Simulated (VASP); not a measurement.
# Cd (P6_3/mmc) in VASP: a series of runs

Runs on Cd. Level: LDA. Tasks: single point.

Everything below comes from runs of VASP 6.6.1. Logs are shortened: lines on timing, memory, paths and dates and some standing lists are left out, and cuts for length are marked.

### 1 The cell of the first run

The structure is hexagonal, space group P6_3/mmc (No. 194). The conventional cell has a = 2.926 Å, b = 2.926 Å, c = 5.362 Å, α = 90.00°, β = 90.00°, γ = 120.00°. Within 3.9 Å of Cd (site symmetry -6m2) lie 12 Cd at 2.93 to 3.17 Å.

### 2 Single point, LDA

INCAR reads:

```
ALGO     = Normal         # electronic algorithm
EDIFF    = 1E-7           # SCF threshold, eV
ENCUT    = 520            # plane-wave cutoff, eV
GGA      = CA             # functional
ISIF     = 2              # what is computed and relaxed
ISMEAR   = -1             # smearing method
LASPH    = T              # aspherical terms in the spheres
LCHARG   = T              # write CHGCAR
LELF     = T              # ELF
LREAL    = F              # projectors in reciprocal space
LVHAR    = T            
LWAVE    = F              # write WAVECAR
NBANDS   = 19             # bands
NELM     = 60             # most SCF steps
PREC     = Accurate       # precision mode
SIGMA    = 0.08           # smearing width, eV
```

KPOINTS reads:

```
k-points
0
Gamma
  13 13 6
```

POSCAR reads:

```
Cd
1.0
    1.4629262631     -2.5338626154      0.0000000000
    1.4629262631      2.5338626154      0.0000000000
    0.0000000000      0.0000000000      5.3624821879
Cd
2
Direct
    0.6666666670      0.3333333330      0.2500000000
    0.3333333330      0.6666666670      0.7500000000
```

Potentials or basis: VASP PAW LDA potentials, release 64 (Cd).

Launch:

```sh
> cat potpaw_LDA.64/Cd/POTCAR > POTCAR
> mpirun -np 1 vasp_std > vasp.out
```

OUTCAR:

```text
EDIFF = 1E-7
   ENCUT = 520
   GGA = CA
   ISIF = 2
   ISMEAR = -1
   LASPH = T
   LREAL = F
   NELM = 60
   PREC = Accurate

 ion  position               nearest neighbor table
   1  0.667  0.333  0.250-   2 3.17   2 3.17   2 3.17   2 3.17   2 3.17   2 3.17
   2  0.333  0.667  0.750-   1 3.17   1 3.17   1 3.17   1 3.17   1 3.17   1 3.17

  LATTYP: Found a hexagonal cell.
 ALAT       =     2.9258525262
 C/A-ratio  =     1.8327930543

  Lattice vectors:

 A1 = (   1.4629262631,  -2.5338626154,   0.0000000000)
 A2 = (   1.4629262631,   2.5338626154,   0.0000000000)
 A3 = (   0.0000000000,   0.0000000000,   5.3624821879)

Analysis of symmetry for initial positions (statically):
=====================================================================
 Subroutine PRICEL returns:
 Original cell was already a primitive cell.

 Routine SETGRP: Setting up the symmetry group for a
 hexagonal supercell.

 Subroutine GETGRP returns: Found 24 space group operations
 (whereof 12 operations were pure point group operations)
 out of a pool of 24 trial point group operations.

The static configuration has the point symmetry D_3d.
 The point group associated with its full space group is D_6h.

Analysis of symmetry for dynamics (positions and initial velocities):
=====================================================================
 Subroutine PRICEL returns:
 Original cell was already a primitive cell.

 Routine SETGRP: Setting up the symmetry group for a
 hexagonal supercell.

 Subroutine GETGRP returns: Found 24 space group operations
 (whereof 12 operations were pure point group operations)
 out of a pool of 24 trial point group operations.

The dynamic configuration has the point symmetry D_3d.
 The point group associated with its full space group is D_6h.

 Subroutine INISYM returns: Found 24 space group operations
 (whereof 12 operations are pure point group operations),
 and found     1 'primitive' translations

----------------------------------------------------------------------------------------

                                     Primitive cell

  volume of cell :      39.7559

  direct lattice vectors                    reciprocal lattice vectors
     1.462926263 -2.533862615  0.000000000     0.341780726 -0.197327194  0.000000000
[... 75 lines left out ...]
   NGXF,Y,Z  is equivalent  to a cutoff of  27.27, 27.27, 24.80 a.u.
 SYSTEM =  unknown system
   PREC   = accura    normal or accurate (medium, high low for compatibility)
   ISTART =      0    job   : 0-new  1-cont  2-samecut
   ICHARG =      2    charge: 1-file 2-atom 10-const
   ISPIN  =      1    spin polarized calculation?
   LNONCOLLINEAR =      F non collinear calculations
   LSORBIT =      F    spin-orbit coupling
   LASPH  =      T    aspherical Exc in radial PAW
   ENCUT  =  520.0 eV  38.22 Ry    6.18 a.u.   5.44  5.44  9.97*2*pi/ulx,y,z
   NELM   =     60;   NELMIN=  2; NELMDL= -5     # of ELM steps
   EDIFF  = 0.1E-06   stopping-criterion for ELM
   LREAL  =      F    real-space projection
   EDIFFG = 0.1E-05   stopping-criterion for IOM
   NSW    =      0    number of steps for IOM
   IBRION =     -1    ionic relax: 0-MD 1-quasi-New 2-CG
   NFREE  =      0    steps in history (QN), initial steepest desc. (CG)
   ISIF   =      2    stress and relaxation
   ISYM   =      2    0-nonsym 1-usesym 2-fastsym
   POTIM  = 0.5000    time-step for ionic-motion
   TEBEG  =    0.0;   TEEND  =   0.0 temperature during run
   PSTRESS=    0.0 pullay stress
   NELECT =      24.0000    total number of electrons
   NUPDOWN=      -1.0000    fix difference up-down
   EMIN   =  10.00;   EMAX   =-10.00  energy-range for DOS
   EFERMI =   0.00;   METHOD = LEGACY
   ISMEAR =    -1;   SIGMA  =   0.08  broadening in eV -4-tet -1-fermi 0-gaus
   EFERMI_NEDOS =   21; number of points for ismear=-14 and -15
   IALGO  =     38    algorithm
   IMIX   =      4    mixing-type and parameters
     AMIX     =   0.40;   BMIX     =  1.00
     AMIX_MAG =   1.60;   BMIX_MAG =  1.00
  volume/ion in A,a.u.               =      19.88       134.14
  Fermi-wavevector in a.u.,A,eV,Ry     =   1.383603  2.614630 26.046407  1.914357
  Thomas-Fermi vector in A             =   2.508185
   LORBIT       =      0    0 simple, 1 ext, 2 COOP (PROOUT), +10 PAW based schemes
   GGA     = CA    functional components
   LHFCALC =     F    Hartree Fock is set to
   AEXX    =    0.0000 exact exchange contribution
   IVDW    =     0    specifies the selected vdW correction
   LEPSILON=     F    determine dielectric tensor
   LRPA    =     F    only Hartree local field effects (RPA)
 non-spin polarized calculation
  energy-cutoff  :      520.00
  volume of cell :       39.76
 maximum number of plane-waves:      1101
 NGX is ok and might be reduce to    24
   NGX = 11   NGY = 11   NGZ = 19

 number of electron      24.0000001 magnetization

 Free energy of the ion-electron system (eV)
  ---------------------------------------------------
  ext. energy  EPLUGINS =         0.00000000
  ---------------------------------------------------
  free energy    TOTEN  =        -3.05588723 eV

  energy without entropy =       -3.04961545  energy(sigma->0) =       -3.05275134

 E-fermi :   3.3852     XC(G=0): -11.8204

 val. band max:        3.3638281905   @ k =   0.3077   0.0000   0.0000
 cond. band min:       3.4164923652   @ k =   0.3077   0.3077   0.5000
 fundamental gap:      0.0526641748
 Fermi energy:         3.3851653965

 k-point     1 :       0.0000    0.0000    0.0000
  band No.  band energies     occupation
      1      -6.8332      2.00000
      2      -6.4954      2.00000
      3      -6.0989      2.00000
      4      -6.0561      2.00000
      5      -6.0561      2.00000
      6      -5.9839      2.00000
[... 505 lines left out ...]
      6      -5.7709      2.00000
[... 11 lines left out ...]
     18      17.5607      0.00000
     19      19.5631      0.00000

 [... further k-points ...]
[... 5 lines left out ...]
  --------------------------------------------------------------------------------------
  -------------------------------------------------------------------------------------
  Total        0.1188255      0.1188255      0.3007655      0.0000000      0.0000000      0.0000000
  in kB        4.7887125      4.7887125     12.1209645      0.0000000      0.0000000      0.0000000
  external PRESSURE =       7.2327965 kB  Pullay stress =       0.0000000 kB

 VOLUME and BASIS-vectors are now :
 -----------------------------------------------------------------------------
  energy-cutoff  :      520.00
  volume of cell :       39.76
      direct lattice vectors                 reciprocal lattice vectors
     1.462926263 -2.533862615  0.000000000     0.341780726 -0.197327194  0.000000000
     1.462926263  2.533862615  0.000000000     0.341780726  0.197327194  0.000000000
     0.000000000  0.000000000  5.362482188     0.000000000  0.000000000  0.186480806

 POSITION                                       TOTAL-FORCE (eV/Angst)
 -----------------------------------------------------------------------------------
      1.46293     -0.84462      1.34062         0.000000      0.000000      0.000000
      1.46293      0.84462      4.02186        -0.000000     -0.000000      0.000000
 -----------------------------------------------------------------------------------
    total drift:                                0.000000      0.000000      0.000000

  FREE ENERGIE OF THE ION-ELECTRON SYSTEM (eV)
  ---------------------------------------------------
  free  energy   TOTEN  =        -3.0558872323 eV

  energy  without entropy=       -3.0496154528  energy(sigma->0) =       -3.05275134
```

OSZICAR:

```text
N       E                     dE             d eps       ncg     rms          rms(c)
DAV:   1     0.183293866011E+03    0.18329E+03   -0.13066E+04  3192   0.129E+03
DAV:   2     0.879683122348E+00   -0.18241E+03   -0.17571E+03  3285   0.344E+02
DAV:   3    -0.322484315846E+01   -0.41045E+01   -0.40964E+01  3670   0.594E+01
DAV:   4    -0.323255501628E+01   -0.77119E-02   -0.77111E-02  3568   0.243E+00
DAV:   5    -0.323257837845E+01   -0.23362E-04   -0.23362E-04  3522   0.132E-01    0.564E+00
DAV:   6    -0.307592031037E+01    0.15666E+00   -0.32274E-01  3520   0.725E+00    0.430E+00
DAV:   7    -0.305828439879E+01    0.17636E-01   -0.32880E-02  3584   0.169E+00    0.185E+00
DAV:   8    -0.305587179302E+01    0.24126E-02   -0.42923E-03  3376   0.854E-01    0.958E-02
DAV:   9    -0.305588032768E+01   -0.85347E-05   -0.13978E-05  3720   0.427E-02    0.390E-02
DAV:  10    -0.305588724832E+01   -0.69206E-05   -0.51443E-06  3455   0.248E-02    0.272E-03
DAV:  11    -0.305588723227E+01    0.16054E-07   -0.11066E-07  2695   0.357E-03
   1 F= -.30558872E+01 E0= -.30527513E+01  d E =-.627178E-02
```

stdout:

```text
POSCAR found type information on POSCAR Cd
 POSCAR found :  1 types and       2 ions
 scaLAPACK will be used
 LDA part: xc-table for (Slater(with rela. corr.)+CA(PZ))
 , standard interpolation
 POSCAR, INCAR and KPOINTS ok, starting setup
 FFT: planning ... GRIDC
 FFT: planning ... GRID_SOFT
 FFT: planning ... GRID
 WAVECAR not read
 entering main loop
```

Run time: 59 s. Hardware: 1 thread of AMD EPYC 7R43 (Zen 3), shared host; peak memory 0.14 GiB.

Results:

```yaml
Free_energy: -3.0559 eV
Pressure: 0.7 GPa
Band_gap_on_the_k_mesh: zero (bands 12 and 13 overlap by 3.65 eV)
```

### 3 Single point, LDA

INCAR reads:

```
SYSTEM = Cd
PREC = Accurate
ENCUT = 520
EDIFF = 1E-6
ISMEAR = -1
SIGMA = 0.08
LREAL = .FALSE.
LASPH = .TRUE.
NELM = 100
ALGO = Normal
ISIF = 2
LWAVE = .FALSE.
LCHARG = .FALSE.
GGA = CA
NBANDS = 19
```

KPOINTS reads:

```
regular mesh
0
G
  13 13 6
  0 0 0
```

POSCAR is that of step 2.

Potentials or basis: VASP PAW LDA potentials, release 64 (Cd).

Launch:

```sh
> cat potpaw_LDA.64/Cd/POTCAR > POTCAR
> mpirun -np 1 vasp_std > vasp.out
```

Wall time 57 s (1 thread of AMD EPYC 7R43 (Zen 3), shared host); peak memory 0.14 GiB.

It converged, with:

| Item | Value |
| --- | --- |
| Free energy | -3.0559 eV |
| Pressure | 0.7 GPa |
| Band gap on the k mesh | zero (bands 12 and 13 overlap by 3.65 eV) |

Stress tensor (GPa, compression positive):
```
0.48 0.00 0.00
0.00 0.48 0.00
0.00 0.00 1.21
```

Levels at points of the mesh, in eV from the Fermi level:
| k point | band 8 | band 9 | band 10 | band 11 | band 12 | band 13 | band 14 | band 15 | band 16 | band 17 |
| --- | --- | --- | --- | --- | --- | --- | --- | --- | --- | --- |
| (0.00, 0.00, 0.00) | -8.87 | -8.87 | -8.52 | -8.52 | -3.35 | -2.70 | 11.77 | 14.61 | 15.15 | 15.15 |
| (0.00, 0.00, 0.50) | -8.67 | -8.67 | -8.67 | -7.85 | -7.85 | 4.41 | 4.41 | 14.94 | 14.94 | 16.18 |

The gap in the log of VASP goes by the Fermi energy; the results here count the filled bands.